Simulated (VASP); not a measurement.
# C32N (a cell with a defect) in VASP: single point with PBE+D3(BJ)

Aim: the single point of C32N (a cell with a defect) with PBE+D3(BJ).

Program: VASP 6.6.1. These are calculated values, not measurements. Logs are shortened: lines on timing, memory, paths and dates and some standing lists are left out, and cuts for length are marked.

## (1) The cell of the first run

The cell holds a defect, 33 atoms: a = 6.613 Å, b = 6.619 Å, c = 6.619 Å, α = 96.28°, β = 96.34°, γ = 96.34°.

## (2) Single point, PBE+D3(BJ), collinear spin, ferromagnetic start

INCAR

```
PREC     = Accurate       # precision mode
ENCUT    = 520            # plane-wave cutoff, eV
EDIFF    = 1E-6           # SCF threshold, eV
ISMEAR   = 0              # smearing method
SIGMA    = 0.02           # smearing width, eV
LREAL    = Auto         
LASPH    = T              # aspherical terms in the spheres
NELM     = 150            # most SCF steps
ALGO     = Normal         # electronic algorithm
ISIF     = 2              # what is computed and relaxed
LWAVE    = F              # write WAVECAR
LCHARG   = F              # write CHGCAR
ISPIN    = 2              # spin polarisation
MAGMOM   = 0 0 0 0 0 0 0 0 0 0 0 0 0 0 0 0 0 0 0 0 0 0 0 0 0 0 0 0 0 0 0 0 0.43 # initial moments
LORBIT   = 11             # projections on sites
GGA      = PE             # functional
IVDW     = 12             # dispersion correction
NBANDS   = 92             # bands
```

KPOINTS

```
Automatic mesh
0
Gamma
  2 2 2
  0.5 0.5 0.5
```

POSCAR

```
C32N
1.0
    5.6709571555      0.0000000000     -3.4026574436
   -2.8677434780     -4.9298468454     -3.3594911955
   -2.8677434780      4.9298468454     -3.3594911955
C N
32 1
Direct
    0.4157472121      0.0390257745      0.5409342673
    0.6582531850      0.7803353426      0.5301726016
    0.8960036938      0.5185261067      0.5193796829
    0.4112545394      0.2890647599      0.2889548173
    0.1556101571      0.2798844586      0.5312904432
    0.6661916130      0.0435845426      0.2939097633
    0.9106421471      0.7845683151      0.2834531532
    0.4179545945      0.5420587576      0.0405287755
    0.1547202481      0.5319894781      0.2796179463
    0.6664747717      0.2938463500      0.0446580814
    0.9341181282      0.0733658075      0.0733031281
    0.4276895370      0.7939379022      0.7956596596
    0.1578829581      0.7822986623      0.0225182639
    0.6571233568      0.5283683488      0.7804713125
    0.9105891449      0.2838588565      0.7860129959
    0.1760121521      0.0474184870      0.7959419433
    0.5794488071      0.9527624122      0.4545584969
    0.8186103798      0.6912190062      0.4404688229
    0.0681690809      0.4427783534      0.4428241966
    0.5837991211      0.2105971893      0.2111653611
    0.3278255819      0.2027364358      0.4539519479
    0.8401396578      0.9692911909      0.2185242571
    0.0711127542      0.6974502217      0.1968178334
    0.5802057030      0.4542020154      0.9536867007
    0.3278783429      0.4534690765      0.2032483214
    0.8406594549      0.2199703715      0.9706444018
    0.0953576267      0.9841019070      0.9781088202
    0.5801280646      0.6995605501      0.7004368451
    0.3465814869      0.7120607951      0.9610413494
    0.8168768845      0.4371893081      0.6906430236
    0.0763117881      0.1997328174      0.7006907736
    0.3428783779      0.9623604797      0.7136020419
    1.0052223303      0.7981888455      0.8407104505
```

Potentials or basis: VASP PAW PBE potentials, release 64 (C, N).

The run is started by

```
$ cat potpaw_PBE.64/C/POTCAR potpaw_PBE.64/N/POTCAR > POTCAR
$ mpirun -np 1 vasp_std > vasp.out
```

OUTCAR:

```text
PREC = Accurate
   ENCUT = 520
   EDIFF = 1E-6
   ISMEAR = 0
   LREAL = Auto
   LASPH = T
   NELM = 150
   ISIF = 2
   ISPIN = 2
   LORBIT = 11
   GGA = PE
   IVDW = 12
 IVDW          = 12

 ion  position               nearest neighbor table
   1  0.416  0.039  0.541-  32 1.41  17 1.42  21 1.43
   2  0.658  0.780  0.530-  28 1.42  17 1.42  18 1.42
   3  0.896  0.519  0.519-  19 1.42  18 1.43  30 1.43
   4  0.411  0.289  0.289-  25 1.42  21 1.42  20 1.43
   5  0.156  0.280  0.531-  31 1.42  21 1.42  19 1.43
   6  0.666  0.044  0.294-  22 1.42  20 1.42  17 1.42
   7  0.911  0.785  0.283-  23 1.41  18 1.42  22 1.45
   8  0.418  0.542  0.041-  29 1.40  24 1.42  25 1.44
   9  0.155  0.532  0.280-  23 1.42  25 1.43  19 1.43
  10  0.666  0.294  0.045-  26 1.42  24 1.42  20 1.42
  11  0.934  0.073  0.073-  22 1.40  26 1.40  27 1.45
  12  0.428  0.794  0.796-  29 1.41  28 1.41  32 1.43
  13  0.158  0.782  0.023-  29 1.46  23 1.48  27 1.49  33 1.50
  14  0.657  0.528  0.780-  24 1.42  28 1.42  30 1.43
  15  0.911  0.284  0.786-  30 1.42  31 1.43  26 1.44
  16  0.176  0.047  0.796-  32 1.43  31 1.43  27 1.46
  17  0.579  0.953  0.455-   6 1.42   2 1.42   1 1.42
  18  0.819  0.691  0.440-   2 1.42   7 1.42   3 1.43
  19  0.068  0.443  0.443-   3 1.42   5 1.43   9 1.43
  20  0.584  0.211  0.211-  10 1.42   6 1.42   4 1.43
  21  0.328  0.203  0.454-   5 1.42   4 1.42   1 1.43
  22  0.840  0.969  0.219-  11 1.40   6 1.42   7 1.45
  23  0.071  0.697  0.197-   7 1.41   9 1.42  13 1.48
  24  0.580  0.454  0.954-  14 1.42  10 1.42   8 1.42
  25  0.328  0.453  0.203-   4 1.42   9 1.43   8 1.44
  26  0.841  0.220  0.971-  11 1.40  10 1.42  15 1.44
  27  0.095  0.984  0.978-  11 1.45  16 1.46  33 1.47  13 1.49
  28  0.580  0.700  0.700-  12 1.41   2 1.42  14 1.42
  29  0.347  0.712  0.961-   8 1.40  12 1.41  13 1.46
  30  0.817  0.437  0.691-  15 1.42  14 1.43   3 1.43
  31  0.076  0.200  0.701-   5 1.42  15 1.43  16 1.43
  32  0.343  0.962  0.714-   1 1.41  16 1.43  12 1.43
  33  0.005  0.798  0.841-  27 1.47  13 1.50

  LATTYP: Found a base centered monoclinic cell.
 ALAT       =     8.8340554103
 B/A-ratio  =     1.1161005034
 C/A-ratio  =     0.7486322134
 COS(beta)  =    -0.1654005518

  Lattice vectors:

 A1 = (  -2.8677434780,  -4.9298468454,  -3.3594911955)
 A2 = (  -2.8677434780,   4.9298468454,  -3.3594911955)
 A3 = (   5.6709571555,   0.0000000000,  -3.4026574436)

Analysis of symmetry for initial positions (statically):
=====================================================================
 Subroutine PRICEL returns:
 Original cell was already a primitive cell.

 Routine SETGRP: Setting up the symmetry group for a
 base centered monoclinic supercell.

 Subroutine GETGRP returns: Found  1 space group operations
 (whereof  1 operations were pure point group operations)
 out of a pool of  4 trial point group operations.

The static configuration has the point symmetry C_1 .

Analysis of symmetry for dynamics (positions and initial velocities):
=====================================================================
 Subroutine PRICEL returns:
 Original cell was already a primitive cell.

 Routine SETGRP: Setting up the symmetry group for a
 base centered monoclinic supercell.

 Subroutine GETGRP returns: Found  1 space group operations
 (whereof  1 operations were pure point group operations)
 out of a pool of  4 trial point group operations.

The dynamic configuration has the point symmetry C_1 .

Analysis of structural, dynamic, and magnetic symmetry:
=====================================================================
 Subroutine PRICEL returns:
 Original cell was already a primitive cell.

 Routine SETGRP: Setting up the symmetry group for a
 base centered monoclinic supercell.

 Subroutine GETGRP returns: Found  1 space group operations
 (whereof  1 operations were pure point group operations)
 out of a pool of  4 trial point group operations.

The overall configuration has the point symmetry C_1 .

 Subroutine INISYM returns: Found  1 space group operations
 (whereof  1 operations are pure point group operations),
 and found     1 'primitive' translations
[... 115 lines left out ...]
 -0.250000  0.250000  0.250000      2.000000
  0.250000 -0.250000  0.250000      2.000000
 -0.250000 -0.250000  0.250000      2.000000
   k-points           NKPTS =      4   k-points in BZ     NKDIM =      4   number of bands    NBANDS=     92
   number of dos      NEDOS =    301   number of ions     NIONS =     33
   total plane-waves  NPLWV = 125000
   dimension x,y,z NGX =    50 NGY =   50 NGZ =   50
   dimension x,y,z NGXF=   100 NGYF=  100 NGZF=  100
   ions per type =              32   1
   NGX,Y,Z   is equivalent  to a cutoff of  12.57, 12.56, 12.56 a.u.
   NGXF,Y,Z  is equivalent  to a cutoff of  25.14, 25.12, 25.12 a.u.
 SYSTEM =  unknown system
   PREC   = accura    normal or accurate (medium, high low for compatibility)
   ISTART =      0    job   : 0-new  1-cont  2-samecut
   ICHARG =      2    charge: 1-file 2-atom 10-const
   ISPIN  =      2    spin polarized calculation?
   LNONCOLLINEAR =      F non collinear calculations
   LSORBIT =      F    spin-orbit coupling
   LASPH  =      T    aspherical Exc in radial PAW
   ENCUT  =  520.0 eV  38.22 Ry    6.18 a.u.  12.30 12.31 12.31*2*pi/ulx,y,z
   NELM   =    150;   NELMIN=  2; NELMDL= -5     # of ELM steps
   EDIFF  = 0.1E-05   stopping-criterion for ELM
   LREAL  =      T    real-space projection
   EDIFFG = 0.1E-04   stopping-criterion for IOM
   NSW    =      0    number of steps for IOM
   IBRION =     -1    ionic relax: 0-MD 1-quasi-New 2-CG
   NFREE  =      0    steps in history (QN), initial steepest desc. (CG)
   ISIF   =      2    stress and relaxation
   ISYM   =      2    0-nonsym 1-usesym 2-fastsym
   POTIM  = 0.5000    time-step for ionic-motion
   TEBEG  =    0.0;   TEEND  =   0.0 temperature during run
   PSTRESS=    0.0 pullay stress
   NELECT =     133.0000    total number of electrons
   NUPDOWN=      -1.0000    fix difference up-down
   EMIN   =  10.00;   EMAX   =-10.00  energy-range for DOS
   EFERMI =   0.00;   METHOD = LEGACY
   ISMEAR =     0;   SIGMA  =   0.02  broadening in eV -4-tet -1-fermi 0-gaus
   EFERMI_NEDOS =   21; number of points for ismear=-14 and -15
   IALGO  =     38    algorithm
   IMIX   =      4    mixing-type and parameters
     AMIX     =   0.40;   BMIX     =  1.00
     AMIX_MAG =   1.60;   BMIX_MAG =  1.00
  volume/ion in A,a.u.               =       8.61        58.09
  Fermi-wavevector in a.u.,A,eV,Ry     =   1.271235  2.402285 21.987530  1.616038
  Thomas-Fermi vector in A             =   2.404179
   LORBIT       =     11    0 simple, 1 ext, 2 COOP (PROOUT), +10 PAW based schemes
   GGA     = PE    functional components
   LHFCALC =     F    Hartree Fock is set to
   AEXX    =    0.0000 exact exchange contribution
   IVDW    =    12    specifies the selected vdW correction
   LEPSILON=     F    determine dielectric tensor
   LRPA    =     F    only Hartree local field effects (RPA)
 spin polarized calculation
 Gauss-broadening in eV      SIGMA  =   0.02
  energy-cutoff  :      520.00
  volume of cell :      284.05
 maximum number of plane-waves:      7645
 NGX is ok and might be reduce to    50
   NGX = 25   NGY = 25   NGZ = 25

 number of electron     132.9999997 magnetization       1.0000219

 Free energy of the ion-electron system (eV)
  ---------------------------------------------------
  ext. energy  EPLUGINS =         0.00000000
  ---------------------------------------------------
  free energy    TOTEN  =      -297.31464012 eV

  energy without entropy =     -297.31464012  energy(sigma->0) =     -297.31464012

 E-fermi :   4.7836     XC(G=0): -10.4818

 val. band max:        4.7025869630   @ k =   0.2500  -0.2500   0.2500
 cond. band min:       4.8644203597   @ k =  -0.2500  -0.2500   0.2500
 fundamental gap:      0.1618333966
 Fermi energy:         4.7835671970

 spin component 1

 k-point     1 :       0.2500    0.2500    0.2500
  band No.  band energies     occupation
      1     -16.4709      1.00000
      2     -14.4003      1.00000
      3     -13.3791      1.00000
      4     -13.3621      1.00000
      5     -13.1628      1.00000
      6     -13.1197      1.00000
[... 313 lines left out ...]
     77       9.7984      0.00000
     78      10.1278      0.00000
 Fermi energy:         4.7835671970

 spin component 2

 k-point     1 :       0.2500    0.2500    0.2500
  band No.  band energies     occupation
      1     -16.2536      1.00000
      2     -14.3636      1.00000
      3     -13.3590      1.00000
      4     -13.3286      1.00000
      5     -13.1438      1.00000
      6     -13.0967      1.00000
[... 313 lines left out ...]
     77       9.8612      0.00000
     78      10.1890      0.00000
 [bands above 78 left out]

------------------------ aborting loop because EDIFF is reached ----------------------------------------

 Edisp (eV)   -5.12365

 E8    (eV) :    -1.4489

  FORCE on cell =-STRESS in cart. coord.  units (eV):
  Direction    XX          YY          ZZ          XY          YZ          ZX
  --------------------------------------------------------------------------------------
  -------------------------------------------------------------------------------------
  Total      10.60584    -0.63083     4.08984     0.09561     1.55785    -0.19870
  in kB      59.82144    -3.55817    23.06844     0.53929     8.78695    -1.12077
  external pressure =       26.44 kB  Pullay stress =        0.00 kB

 VOLUME and BASIS-vectors are now :
 -----------------------------------------------------------------------------
  energy-cutoff  :      520.00
  volume of cell :      284.05
      direct lattice vectors                 reciprocal lattice vectors
     5.670957156  0.000000000 -3.402657444     0.116610618  0.000000000 -0.099541663
    -2.867743478 -4.929846845 -3.359491195    -0.059054477 -0.101423029 -0.098421722
    -2.867743478  4.929846845 -3.359491195    -0.059054477  0.101423029 -0.098421722

 POSITION                                       TOTAL-FORCE (eV/Angst)
 -----------------------------------------------------------------------------------
      0.69451      2.47433     -3.36302        -0.000743     -0.057548      0.052865
     -0.02528     -1.23326     -6.64245        -0.019251     -0.007471     -0.007175
      2.10475      0.00421     -6.53563        -0.003385     -0.008186      0.032159
      0.67460     -0.00054     -3.34121         0.021663     -0.037714      0.011519
     -1.44378      1.23939     -3.25462         0.025668     -0.084922     -0.046777
      2.81010      1.23406     -3.40063         0.022563     -0.008844     -0.000591
[... 25 lines left out ...]
     -2.86178     -1.22634     -6.79708        -0.139413     -0.058864      0.022486
     -4.67033      0.20963     -5.52364        -0.133684      1.146631      0.511148
 -----------------------------------------------------------------------------------
    total drift:                               -0.064672     -0.006408      0.029120

  FREE ENERGIE OF THE ION-ELECTRON SYSTEM (eV)
  ---------------------------------------------------
  free  energy   TOTEN  =      -302.4382914111 eV

  energy  without entropy=     -302.4382914109  energy(sigma->0) =     -302.43829141

 total charge

# of ion       s       p       d       tot
------------------------------------------
    1        0.864   1.790   0.000   2.653
    2        0.864   1.786   0.000   2.650
    3        0.864   1.777   0.000   2.641
    4        0.864   1.787   0.000   2.651
    5        0.864   1.785   0.000   2.649
    6        0.865   1.791   0.000   2.657
[... 25 lines left out ...]
   32        0.862   1.787   0.000   2.649
   33        1.338   2.340   0.000   3.678
--------------------------------------------------
tot         28.933  59.487   0.000  88.420

 magnetization (x)

# of ion       s       p       d       tot
------------------------------------------
    1       -0.002  -0.017   0.000  -0.019
    2       -0.001  -0.014   0.000  -0.015
    3       -0.001  -0.007   0.000  -0.008
    4       -0.002  -0.013   0.000  -0.015
    5       -0.001  -0.010   0.000  -0.011
    6       -0.001  -0.008   0.000  -0.008
[... 25 lines left out ...]
   32        0.004   0.062   0.000   0.066
   33        0.009   0.323   0.000   0.332
--------------------------------------------------
tot          0.028   0.606   0.000   0.634
```

Run time: 3.2 min. Hardware: 1 thread of Intel Xeon 6975P-C (Granite Rapids), shared host; peak memory 0.49 GiB.

Results:

```yaml
Free_energy: -302.4383 eV
Pressure: 2.6 GPa
Largest_force: 1.263 eV/Å
Band_gap_on_the_k_mesh: 0.16 eV
Net_moment: 1.00 μB per cell
Site_moments: C -0.02, -0.01, +0.03, +0.01, +0.02, +0.05, +0.04, +0.07 (each value once); N +0.33 μB
Valence_electrons_inside_the_program's_atomic_spheres: C 2.65, 2.64, 2.66, 2.67, 2.60, 2.63 (each value once); N 3.68
Dispersion_energy_per_atom: -0.155 eV
```

Forces in eV/Å, atoms in the order of the input:
```
C   -0.001 -0.058  0.053
C   -0.019 -0.007 -0.007
C   -0.003 -0.008  0.032
C    0.022 -0.038  0.012
C    0.026 -0.085 -0.047
C    0.023 -0.009 -0.001
C   -0.006 -0.004 -0.023
C    0.019  0.008 -0.044
C   -0.006 -0.008 -0.038
C    0.012 -0.026 -0.025
C    0.078 -0.034  0.111
C   -0.057  0.019  0.016
C    0.067  0.140  0.210
C   -0.034 -0.011  0.047
C   -0.039 -0.034 -0.056
C    0.008 -0.476 -0.855
C   -0.002 -0.028  0.016
C   -0.018  0.013 -0.029
C   -0.004 -0.030  0.010
C    0.012 -0.017  0.006
C    0.019 -0.023 -0.011
C    0.045 -0.031  0.043
C   -0.003  0.036 -0.105
C    0.017 -0.003 -0.007
C    0.019 -0.017 -0.014
C    0.018 -0.042 -0.029
C    0.055 -0.232  0.420
C   -0.039  0.002  0.022
C    0.023  0.005  0.004
C   -0.006  0.006  0.085
C    0.049 -0.096 -0.329
C   -0.139 -0.059  0.022
N   -0.134  1.147  0.511
```

Stress tensor (GPa, compression positive):
```
 5.98  0.05 -0.11
 0.05 -0.36  0.88
-0.11  0.88  2.31
```

Caveat: semilocal functionals underestimate gaps, and a narrow one can read as zero.
